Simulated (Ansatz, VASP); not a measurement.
**One calculation of Ir, two programs**

```
CELL_PARAMETERS angstrom
0.00000 2.01025 2.01025
2.01025 0.00000 2.01025
2.01025 2.01025 0.00000
ATOMIC_POSITIONS crystal
Ir 0.00000 0.00000 0.00000
```

Alike in both runs: task single point; functional PBE; k mesh 23 × 23 × 23; occupations fermi-dirac, width 0.05 eV; collinear spin.

|  | VASP | Ansatz |
| --- | --- | --- |
| version | VASP 6.6.1 | Ansatz 0.2.0 |
| potentials or method | VASP PAW PBE potentials, release 64 (Ir), cutoff 520 eV | plane waves (420 eV) with PAW, scalar-relativistic |
| valence electrons in the cell | 9 | 17 |

```tsv
	VASP	Ansatz	Ansatz less VASP
net moment per atom (μB)	0.00	0.00	0.000
```

VASP's potentials hold 9 valence electrons a cell and Ansatz's 17, so a difference there can come from the potentials and not from the codes. Ansatz's warnings: seeded moment not kept.

Spin-orbit coupling is off throughout.
